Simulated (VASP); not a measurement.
Crystal: Br.

```
Br
1.0
     3.36325   -2.32255    0.00000
     3.36325    2.32255    0.00000
     0.00000    0.00000    8.70230
Br
4
Direct
  0.36510 0.63490 0.39010
  0.13490 0.86510 0.89010
  0.63490 0.36510 0.60990
  0.86510 0.13490 0.10990
```

* Program: VASP 6.6.1
* Task: relaxation of cell and atoms
* Functional: BLYP
* Dispersion: D3(BJ)
* Potentials or basis: VASP PAW PBE potentials, release 64 (Br)
* Cutoff: 600 eV
* k mesh: 7 × 7 × 3
* Occupations: fermi-dirac, width 0.05 eV
* Spin: no spin polarisation

At the start: pressure 1.1 GPa; volume 33.99 Å³/atom.

How do energy, volume and symmetry change on relaxing?

Over 16 steps the energy falls by 65.2 meV/atom and the volume is 30.41 Å³/atom (-10.5 %); space group Cmce (No. 64, to 0.1 Å) before and after.

The path:
```csv
step,energy change (eV),largest force (eV/Å),pressure (GPa),volume (Å³)
1,0.0000,1.3329,1.09,135.95
2,-0.0318,0.4883,-2.90,140.48
3,-0.1086,0.1846,-1.32,138.26
4,-0.1584,0.1824,-1.06,133.81
5,-0.2342,0.1934,0.55,120.98
6,-0.2392,0.2206,-0.18,120.52
7,-0.2415,0.1305,0.07,120.70
8,-0.2495,0.1037,0.07,120.91
9,-0.2607,0.0261,0.10,121.46
10,-0.2607,0.0239,0.10,121.49
11,-0.2599,0.0625,-0.29,122.29
12,-0.2609,0.0125,-0.03,121.73
13,-0.2609,0.0123,-0.03,121.73
14,-0.2609,0.0117,-0.01,121.70
15,-0.2609,0.0122,-0.02,121.72
16,-0.2610,0.0049,-0.01,121.64
```

Final structure:
```yaml
crystal:
  lattice:
    - [3.36823, -2.09681, 0.00000]
    - [3.36823, 2.09681, 0.00000]
    - [0.00000, 0.00000, 8.61147]
  atoms:
    - { symbol: Br, position: [0.34477, 0.65523, 0.38053] }
    - { symbol: Br, position: [0.15523, 0.84477, 0.88053] }
    - { symbol: Br, position: [0.65523, 0.34477, 0.61947] }
    - { symbol: Br, position: [0.84477, 0.15523, 0.11947] }
```

Caveat: the PAW data sets were made with another functional, which shifts forces and pressure a little.
